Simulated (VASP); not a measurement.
Input of a VASP 6.6.1 run:

INCAR

```
SYSTEM = Si4O7
  PREC = Accurate
  ENCUT = 520
  EDIFF = 1E-6
  ISMEAR = 0
  SIGMA = 0.05
  LREAL = .False.
  LASPH = .True.
  NELM = 100
  ALGO = Normal
  ISIF = 2
  LWAVE = .False.
  LCHARG = .False.
  NBANDS = 40
```

The input KPOINTS:

```
Automatic mesh
0
Gamma
  6 6 6
  0 0 0
```

The input POSCAR:

```
Si4O7
1.0
    0.0000000000      4.1548619959     -2.6614337333
    0.0000000000     -4.1548619959     -2.6614337333
   -4.1548619959      0.0000000000      2.6614337333
Si O
4 7
Direct
    0.2500000000      0.7500000000      0.5000000000
    0.7500000000      0.2500000000      0.5000000000
    0.0000000000      0.0000000000      1.0000000000
    0.5000000000      0.5000000000      1.0000000000
    1.0000000000      0.3055647994      0.3055647994
    0.5555647994      0.7500000000      0.8055647994
    0.0555647994      0.2500000000      0.8055647994
    0.0000000000      0.6944352006      0.6944352006
    0.4361795787      0.0000000000      0.4361795787
    0.9444352006      0.7500000000      0.1944352006
    0.4444352006      0.2500000000      0.1944352006
```

Potentials or basis: VASP PAW LDA potentials, release 64 (Si, O).

Launch:

```sh
$ cat potpaw_LDA.64/Si/POTCAR potpaw_LDA.64/O/POTCAR > POTCAR
$ mpirun -np 1 vasp_std > vasp.out
```

(1) Estimate the band gap on the k mesh.

(2) Estimate the largest force.

## Answers

(1) zero (band 29 reaches 11.56 eV, above the bottom of band 30 at 11.42 eV).

(2) 15.298 eV/Å.

Caveat: the cell differs from its parent crystal (atom 9 moved 0.500 of the way to it and -0.375 Å across, host rigid).
